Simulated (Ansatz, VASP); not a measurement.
One calculation of Au, two programs

```
CELL_PARAMETERS angstrom
0.00000 3.11531 3.11531
3.11531 0.00000 3.11531
3.11531 3.11531 0.00000
ATOMIC_POSITIONS crystal
Au 0.12500 0.12500 0.12500
Au 0.87500 0.87500 0.87500
```

Alike in both runs: task single point; functional r2SCAN; k mesh 10 × 10 × 10; occupations fermi-dirac, width 0.1 eV; no spin polarisation.

```csv
,VASP,Ansatz
version,VASP 6.6.1,Ansatz 0.2.0
potentials or method,"VASP PAW PBE potentials, release 64 (Au), cutoff 520 eV","plane waves (500 eV) with PAW, scalar-relativistic"
valence electrons in the cell,22,38
```

```tsv
	VASP	Ansatz	Ansatz less VASP
pressure (GPa)	-3.9	-3.9	-0.07
```

VASP's potentials were made for PBE, not for r2SCAN. VASP's potentials hold 22 valence electrons a cell and Ansatz's 38, so a difference there can come from the potentials and not from the codes.

Spin-orbit coupling is off throughout.
